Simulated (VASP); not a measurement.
Crystal: GaN.

```xyz
4
Lattice="2.9672 0.0000 0.0000 -1.4836 2.5697 0.0000 0.0000 0.0000 5.0329" Properties=species:S:1:pos:R:3 pbc="T T T"
Ga    0.0000    0.0000    0.0000
Ga    0.0000    0.0000    2.5165
N     0.0000    1.7131    1.2582
N     1.4836    0.8566    3.7747
```

Base run:

* Program: VASP 6.6.1
* Functional: r2SCAN
* Potentials or basis: VASP PAW PBE potentials, release 64 (Ga_d, N)
* Cutoff: 520 eV
* k mesh: 12 × 12 × 6
* Occupations: gaussian, width 0.01 eV
* Spin: no spin polarisation

Its results: band gap on the k mesh 1.88 eV (least direct gap 2.27 eV); pressure 1.1 GPa.

The run is repeated on the same cell with these changes: functional from r2SCAN to PBE. What comes out?

Band gap on the k mesh 1.32 eV (least direct gap 1.77 eV); pressure 9.0 GPa.

Caveats: the PAW data sets were made with another functional, which shifts forces and pressure a little (at least some runs); the cell stands under pressure (at least some runs).

A k mesh can miss the band edges.
